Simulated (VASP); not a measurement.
InP: single point with HSE06

Crystal: InP.

```xyz
2
Lattice="0.0000 2.9538 2.9538 2.9538 0.0000 2.9538 2.9538 2.9538 0.0000" Properties=species:S:1:pos:R:3 pbc="T T T"
In    0.0000    0.0000    0.0000
P     1.4769    1.4769    1.4769
```

```
Program                            : VASP 6.6.1
Task                               : single point
Functional                         : HSE06
Potentials or basis                : VASP PAW PBE potentials, release 64 (In_d, P)
Cutoff                             : 520 eV
k mesh                             : 6 × 6 × 6
Occupations                        : gaussian, width 0.01 eV
Spin                               : no spin polarisation
Dipole correction                  : no
Grid for exact exchange (PRECFOCK) : Normal
Further INCAR settings             : ALGO = Normal; EDIFF = 1e-06; NBANDS = 16
Share of exact exchange            : 0.25
Screening parameter                : 0.2079 1/Å
```

The pressure is -0.4 GPa and the band gap on the k mesh is 1.35 eV.

Levels at points of the mesh, in eV from the valence-band top:
| k point | band 7 | band 8 | band 9 | band 10 | band 11 | band 12 |
| --- | --- | --- | --- | --- | --- | --- |
| (0.00, 0.00, 0.00) | 0.00 | 0.00 | 0.00 | 1.35 | 4.91 | 4.91 |
| (0.50, 0.00, 0.00) | -6.11 | -1.02 | -1.02 | 2.19 | 5.65 | 5.65 |
| (0.50, 0.50, 0.00) | -6.13 | -2.45 | -2.45 | 2.40 | 2.99 | 10.26 |

Wall time 58 min on 1 thread of Oxide Virtual Turin-like Processor, with other jobs on the host, peak memory 0.27 GiB.

Caveat: the PAW data sets were made with another functional, which shifts forces and pressure a little; spin-orbit coupling is left out, which moves the levels of the heavy elements.
